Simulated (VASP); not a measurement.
Mg: electric field gradients with PBEsol

Crystal: Mg.

```
Mg
1.0
    -1.50603    1.47650    1.47650
     1.47650   -1.50603    1.47650
     1.47650    1.47650   -1.50603
Mg
1
Direct
  0.00000 0.00000 0.00000
```

This cell differs from its parent crystal: equal xy, yz and zx shear strains of -2 %.

| Property | Result |
| --- | --- |
| Program | VASP 6.6.1 |
| Task | electric field gradients |
| Functional | PBEsol |
| Potentials or basis | VASP PAW PBE potentials, release 64 (Mg) |
| Cutoff | 520 eV |
| k mesh | 16 × 16 × 16 |
| Occupations | fermi-dirac, width 0.05 eV |
| Spin | no spin polarisation |
| Dipole correction | no |
| Further INCAR settings | ALGO = Normal; EDIFF = 1e-08; NBANDS = 7 |

The pressure is 61.6 GPa, the band gap on the k mesh is zero (bands 1 and 2 overlap by 4.99 eV) and the largest electric field gradient by atom is Mg -0.9 V/Å².

Stress tensor (GPa, compression positive):
```
61.55  2.59  2.59
 2.59 61.55  2.59
 2.59  2.59 61.55
```

Levels at points of the mesh, in eV from the Fermi level:
| k point | band 1 | band 2 | band 3 | band 4 | band 5 |
| --- | --- | --- | --- | --- | --- |
| (0.00, 0.00, 0.00) | -9.82 | 17.15 | 17.43 | 17.43 | 20.36 |
| (0.50, 0.00, 0.00) | -2.16 | -0.76 | 10.77 | 14.52 | 14.90 |
| (0.50, 0.50, 0.00) | -2.46 | -1.07 | 10.90 | 14.32 | 15.80 |
| (0.50, 0.50, 0.50) | 3.92 | 3.92 | 6.10 | 6.22 | 6.22 |

Electric field gradients, principal values (V/Å²):
| atom | least | middle | greatest (by size) |
| --- | --- | --- | --- |
| 1 Mg | 0.474 | 0.474 | -0.949 |

It took 24 s on 1 thread of AMD EPYC 7R43 64-Core Processor (Zen 3), with other jobs on the host, peak memory 0.12 GiB.

Caveat: the cell differs from its parent crystal (equal xy, yz and zx shear strains of -2 %); the cell stands under pressure; without QUAD_EFG the Cq values of the log hold for a quadrupole moment of 1 mb, not for the nuclei; the PAW data sets were made with another functional, which shifts forces and pressure a little.
